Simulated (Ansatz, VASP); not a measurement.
# Two plane-wave programs on MgO

File INCAR:

```
PREC = Accurate ; ENCUT = 520
EDIFF = 1E-6 ; ISMEAR = 0
SIGMA = 0.05 ; LREAL = False
LASPH = True ; NELM = 60
ALGO = Normal ; ISIF = 2
LWAVE = False ; LCHARG = True
GGA = PE ; LELF = True
LVHAR = True ; NBANDS = 16
```

File KPOINTS:

```
Automatic mesh
0
Gamma
  12 12 6
```

POSCAR

```
MgO
1.0
    3.3077869865      0.0000000000      0.0000000000
   -1.6538934933      2.8646275606      0.0000000000
    0.0000000000      0.0000000000      4.9828816700
Mg O
2 2
Direct
    0.3333333300      0.6666666700      0.0021597400
    0.6868167326      0.3650186195      0.4783646262
    0.3333333300      0.6666666700      0.4024402600
    0.6666666700      0.3333333300      0.9024402600
```

Input for Ansatz:

```yaml
crystal:
  lattice:
    - [3.3077869865, 0.0, 0.0]
    - [-1.6538934933, 2.8646275606, 0.0]
    - [0.0, 0.0, 4.98288167]
  atoms:
    - { symbol: Mg, position: [0.33333333, 0.66666667, 0.00215974] }
    - { symbol: Mg, position: [0.6868167326, 0.3650186195, 0.4783646262] }
    - { symbol: O, position: [0.33333333, 0.66666667, 0.40244026] }
    - { symbol: O, position: [0.66666667, 0.33333333, 0.90244026] }
basis:
  ecutwfc: 500
  fft_grid_basis: typed
kpoints:
  mp_grid: { grid: [12, 12, 6] }
hamiltonian:
  xc: pbe
scf:
  occupations: { method: gaussian, width: 0.05 }
output:
  forces: true
  stress: true
  eigenvalues: true
  bader: true
  write_density: true
  volumetric_format: npy
```

Alike in both runs: task single point; functional PBE; k mesh 12 × 12 × 6; occupations gaussian, width 0.05 eV; no spin polarisation.

|  | VASP | Ansatz |
| --- | --- | --- |
| version | VASP 6.6.1 | Ansatz 0.2.0 |
| potentials or method | VASP PAW PBE potentials, release 64 (Mg, O), cutoff 520 eV | scalar-relativistic, plane waves, PAW |
| valence electrons in the cell | 16 | 32 |

Ansatz gave:

- gap on the k mesh at the Fermi level (eV): 3.37
- pressure (GPa): 3.8
- traceless stress, the component that is largest in VASP (GPa): 4.88
- rms of the force components (eV/Å): 0.547

Question: Which values does VASP return?

Answer: gap on the k mesh at the Fermi level (eV): 3.35; pressure (GPa): 3.5; traceless stress, the component that is largest in VASP (GPa): 4.93; rms of the force components (eV/Å): 0.553.

Atom by atom the forces differ by 0.006 eV/Å (rms over components). VASP's potentials hold 16 valence electrons a cell and Ansatz's 32, so a difference there can come from the potentials and not from the codes.
